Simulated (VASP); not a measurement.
Input of a VASP 6.6.1 run:

File INCAR:

```
SYSTEM = MnS
PREC = Accurate
ENCUT = 520
EDIFF = 1E-7
ISMEAR = 1
SIGMA = 0.15
LREAL = .FALSE.
LASPH = .TRUE.
NELM = 150
ALGO = Normal
ISIF = 2
LWAVE = .FALSE.
LCHARG = .FALSE.
ISPIN = 2
MAGMOM = 4 0
LORBIT = 11
LMAXMIX = 4
LDAU = .TRUE.
LDAUTYPE = 2
LDAUL = 2 -1
LDAUU = 1 0
LDAUJ = 0 0
LDAUPRINT = 1
GGA = RE
NBANDS = 20
```

Contents of KPOINTS:

```
regular mesh
0
G
  9 9 9
  0 0 0
```

Contents of POSCAR:

```
MnS
1.0
    0.0000000000      2.4734634191      2.4734634191
    2.4734634191      0.0000000000      2.4734634191
    2.4734634191      2.4734634191      0.0000000000
Mn S
1 1
Direct
    0.0000000000      0.0000000000      0.0000000000
    0.7500000000      0.7500000000      0.7500000000
```

Potentials or basis: VASP PAW PBE potentials, release 64 (Mn_pv, S).

Run with:

```console
$ cat potpaw_PBE.64/Mn_pv/POTCAR potpaw_PBE.64/S/POTCAR > POTCAR
$ mpirun -np 1 vasp_std > vasp.out
```

Problem. What does it give for the net moment?

Solution. 3.47 μB per cell.

Problem. What does it give for the site moments?

Solution. Mn +3.27; S -0.03 μB.

Eigenvalues of the final occupation matrices:
| site | spin | trace | eigenvalues |
| --- | --- | --- | --- |
| site 1 d | 1 | 4.19 | 0.81 0.81 0.81 0.88 0.88 |
| site 1 d | 2 | 1.03 | 0.11 0.11 0.27 0.27 0.27 |

Caveat: a cell with one magnetic atom can't hold antiferromagnetic order, which such compounds often take. The state reached can hang on the start; a lower one may exist.
